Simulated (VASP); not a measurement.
# Ca3CdF8 (Cmmm) in VASP: settings compared, part 2 of 2

VASP 6.6.1.

**3. Single point, PBE**

This run uses another cell than the first one, of 13.32 Å³/atom.

Input file INCAR:

```
ALGO = Normal
EDIFF = 1E-7
ENCUT = 520
GGA = PE
ISIF = 2
ISMEAR = -1
LASPH = True
LCHARG = False
LREAL = False
LWAVE = False
NBANDS = 61
NELM = 80
PREC = Accurate
SIGMA = 0.02
```

Input file KPOINTS:

```
k-points
0
Gamma
  4 4 6
```

Input file POSCAR:

```
Ca3CdF8
1.0
    3.8394894788     -5.4268059868      0.0000000000
    3.8394894788      5.4268059868      0.0000000000
    0.0000000000      0.0000000000      3.8351425903
Cd F Ca
1 8 3
Direct
    0.0000000000      0.0000000000      0.0000000000
    0.3746346776      0.6253653224      0.5000000000
    0.1243384212      0.8756615788      0.5000000000
    0.8757082325      0.6261540446      0.0000000000
    0.6261540446      0.8757082325      0.0000000000
    0.3738459554      0.1242917675      0.0000000000
    0.1242917675      0.3738459554      0.0000000000
    0.8756615788      0.1243384212      0.5000000000
    0.6253653224      0.3746346776      0.5000000000
    0.5000000000      0.0000000000      0.5000000000
    0.0000000000      0.5000000000      0.5000000000
    0.5000000000      0.5000000000      0.0000000000
```

Potentials or basis: VASP PAW PBE potentials, release 64 (Cd, F, Ca_sv).

The run is started by

```console
> cat potpaw_PBE.64/Cd/POTCAR potpaw_PBE.64/F/POTCAR potpaw_PBE.64/Ca_sv/POTCAR > POTCAR
> mpirun -np 1 vasp_std > vasp.out
```

OUTCAR:

```text
EDIFF = 1E-7
   ENCUT = 520
   GGA = PE
   ISIF = 2
   ISMEAR = -1
   LASPH = True
   LREAL = False
   NELM = 80
   PREC = Accurate

 ion  position               nearest neighbor table
   1  0.000  0.000  0.000-   4 2.34   5 2.34   6 2.34   7 2.34   3 2.34   8 2.34   3 2.34   8 2.34

   2  0.375  0.625  0.500-  10 2.35  11 2.35  12 2.35  12 2.35
   3  0.124  0.876  0.500-   1 2.34   1 2.34  11 2.35  10 2.35
   4  0.876  0.626  0.000-   1 2.34  11 2.35  11 2.35  12 2.36
   5  0.626  0.876  0.000-   1 2.34  10 2.35  10 2.35  12 2.36
   6  0.374  0.124  0.000-   1 2.34  10 2.35  10 2.35  12 2.36
   7  0.124  0.374  0.000-   1 2.34  11 2.35  11 2.35  12 2.36
   8  0.876  0.124  0.500-   1 2.34   1 2.34  11 2.35  10 2.35
   9  0.625  0.375  0.500-  10 2.35  11 2.35  12 2.35  12 2.35
  10  0.500  0.000  0.500-   2 2.35   9 2.35   6 2.35   5 2.35   5 2.35   6 2.35   8 2.35   3 2.35

  11  0.000  0.500  0.500-   2 2.35   9 2.35   7 2.35   4 2.35   4 2.35   7 2.35   8 2.35   3 2.35

  12  0.500  0.500  0.000-   2 2.35   9 2.35   2 2.35   9 2.35   7 2.36   4 2.36   5 2.36   6 2.36

  LATTYP: Found a base centered orthorhombic cell.
[... 1746 lines left out ...]

 [... further k-points ...]

------------------------ aborting loop because EDIFF is reached ----------------------------------------

  FORCE on cell =-STRESS in cart. coord.  units (eV):
  Direction    XX          YY          ZZ          XY          YZ          ZX
  --------------------------------------------------------------------------------------
  -------------------------------------------------------------------------------------
  Total        4.2761911      4.2634993      4.2634802      0.0000000      0.0000000      0.0000000
  in kB       42.8685109     42.7412764     42.7410854      0.0000000      0.0000000      0.0000000
  external PRESSURE =      42.7836243 kB  Pullay stress =       0.0000000 kB

 VOLUME and BASIS-vectors are now :
 -----------------------------------------------------------------------------
  energy-cutoff  :      520.00
  volume of cell :      159.82
      direct lattice vectors                 reciprocal lattice vectors
     3.839489479 -5.426805987  0.000000000     0.130225647 -0.092135227  0.000000000
     3.839489479  5.426805987  0.000000000     0.130225647  0.092135227  0.000000000
     0.000000000  0.000000000  3.835142590     0.000000000  0.000000000  0.260746498

 POSITION                                       TOTAL-FORCE (eV/Angst)
 -----------------------------------------------------------------------------------
      0.00000      0.00000      0.00000         0.000000      0.000000      0.000000
      3.83949      1.36067      1.91757         0.000000      0.002244      0.000000
      3.83949      4.07729      1.91757         0.000000     -0.103188      0.000000
      5.76638     -1.35428      0.00000        -0.073827     -0.053358     -0.000000
      5.76638      1.35428      0.00000        -0.073827      0.053358     -0.000000
      1.91259     -1.35428      0.00000         0.073827     -0.053358      0.000000
      1.91259      1.35428      0.00000         0.073827      0.053358      0.000000
      3.83949     -4.07729      1.91757         0.000000      0.103188     -0.000000
      3.83949     -1.36067      1.91757         0.000000     -0.002244     -0.000000
      1.91974     -2.71340      1.91757         0.000000      0.000000      0.000000
      1.91974      2.71340      1.91757         0.000000      0.000000      0.000000
      3.83949      0.00000      0.00000         0.000000      0.000000      0.000000
 -----------------------------------------------------------------------------------
    total drift:                                0.000000     -0.000000     -0.000000

  FREE ENERGIE OF THE ION-ELECTRON SYSTEM (eV)
  ---------------------------------------------------
  free  energy   TOTEN  =       -62.8065384509 eV

  energy  without entropy=      -62.8065384509  energy(sigma->0) =      -62.80653845
```

OSZICAR:

```text
N       E                     dE             d eps       ncg     rms          rms(c)
DAV:   1     0.110009381441E+04    0.11001E+04   -0.54043E+04  3480   0.165E+03
DAV:   2     0.252363568826E+02   -0.10749E+04   -0.10377E+04  4092   0.476E+02
DAV:   3    -0.644137584612E+02   -0.89650E+02   -0.89270E+02  4002   0.146E+02
DAV:   4    -0.690523248754E+02   -0.46386E+01   -0.46318E+01  5832   0.237E+01
DAV:   5    -0.691627739380E+02   -0.11045E+00   -0.11042E+00  4739   0.348E+00    0.168E+01
DAV:   6    -0.629194850752E+02    0.62433E+01   -0.27676E+01  4048   0.285E+01    0.834E+00
DAV:   7    -0.628314241432E+02    0.88061E-01   -0.19326E+00  4568   0.809E+00    0.609E+00
DAV:   8    -0.627900622741E+02    0.41362E-01   -0.49184E-01  4336   0.538E+00    0.765E-01
DAV:   9    -0.628013067480E+02   -0.11244E-01   -0.13809E-01  3990   0.197E+00    0.645E-01
DAV:  10    -0.628022160291E+02   -0.90928E-03   -0.85704E-03  4528   0.562E-01    0.493E-01
DAV:  11    -0.628043351682E+02   -0.21191E-02   -0.18859E-03  4078   0.282E-01    0.157E-01
DAV:  12    -0.628063947938E+02   -0.20596E-02   -0.26433E-03  3976   0.296E-01    0.150E-01
DAV:  13    -0.628065264362E+02   -0.13164E-03   -0.72658E-04  4376   0.188E-01    0.698E-02
DAV:  14    -0.628065356305E+02   -0.91943E-05   -0.14985E-04  4592   0.761E-02    0.353E-02
DAV:  15    -0.628065354256E+02    0.20491E-06   -0.42171E-05  4216   0.518E-02    0.141E-02
DAV:  16    -0.628065386723E+02   -0.32467E-05   -0.11547E-05  4190   0.236E-02    0.365E-03
DAV:  17    -0.628065384980E+02    0.17436E-06   -0.18053E-06  4272   0.984E-03    0.433E-03
DAV:  18    -0.628065384509E+02    0.47045E-07   -0.60058E-07  3491   0.490E-03
   1 F= -.62806538E+02 E0= -.62806538E+02  d E =-.124996E-10
```

stdout:

```text
POSCAR found type information on POSCAR CdF Ca
 POSCAR found :  3 types and      12 ions
 scaLAPACK will be used
 LDA part: xc-table for (Slater+PW92), standard interpolation
 POSCAR, INCAR and KPOINTS ok, starting setup
 FFT: planning ... GRIDC
 FFT: planning ... GRID_SOFT
 FFT: planning ... GRID
 WAVECAR not read
 entering main loop
```

Wall time 4.4 min (1 thread of Intel Xeon Platinum 8488C (Sapphire Rapids), shared host); peak memory 0.39 GiB.

Results:

```yaml
Free_energy: -62.8065 eV
Pressure: 4.3 GPa
Largest_force: 0.103 eV/Å
Band_gap_on_the_k_mesh: 5.30 eV (least direct gap 5.36 eV)
```

Forces on the atoms (eV/Å):
```
Cd   0.000  0.000  0.000
F    0.000  0.002  0.000
F    0.000 -0.103  0.000
F   -0.074 -0.053  0.000
F   -0.074  0.053  0.000
F    0.074 -0.053  0.000
F    0.074  0.053  0.000
F    0.000  0.103  0.000
F    0.000 -0.002  0.000
Ca   0.000  0.000  0.000
Ca   0.000  0.000  0.000
Ca   0.000  0.000  0.000
```

Caveat: the cell stands under pressure.
